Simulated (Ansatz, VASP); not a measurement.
**MgS: VASP beside Ansatz**

```
Mg S
1.0
     8.56082    0.00000    0.00000
     0.00000    8.56082    0.00000
     0.00000    0.00000    5.25262
Mg S
8 8
Direct
  0.64319 0.64321 0.00000
  0.85679 0.85681 0.50000
  0.35681 0.35679 0.00000
  0.14321 0.14319 0.50000
  0.64321 0.35681 0.50000
  0.85681 0.14321 0.00000
  0.35679 0.64319 0.50000
  0.14319 0.85679 0.00000
  0.15121 0.84855 0.50000
  0.34855 0.65121 0.00000
  0.84879 0.15145 0.50000
  0.65145 0.34879 0.00000
  0.15145 0.15121 0.00000
  0.34879 0.34855 0.50000
  0.84855 0.84879 0.00000
  0.65121 0.65145 0.50000
```

Alike in both runs: functional PBE; k mesh 4 × 4 × 4; occupations gaussian, width 0.02 eV; no spin polarisation.

Ansatz relaxed the structure, and its values are those at the end. VASP's run is a single point on that final structure, the one shown.

|  | VASP | Ansatz |
| --- | --- | --- |
| version | VASP 6.6.1 | Ansatz 0.2.0 |
| potentials or method | VASP PAW PBE potentials, release 64 (Mg, S), cutoff 600 eV | scalar-relativistic, plane waves, PAW |
| valence electrons in the cell | 64 | 128 |

```csv
,VASP,Ansatz,Ansatz less VASP
gap on the k mesh at the Fermi level (eV),2.94,2.94,+0.007
least direct gap on the mesh (eV),2.94,2.94,+0.007
pressure (GPa),-0.1,0.0,+0.16
rms of the force components (eV/Å),0.004,0.002,-0.0015
```

With one functional, cell and mesh, what is left measures potentials, basis and numerics. VASP's potentials hold 64 valence electrons a cell and Ansatz's 128, so a difference there can come from the potentials and not from the codes.
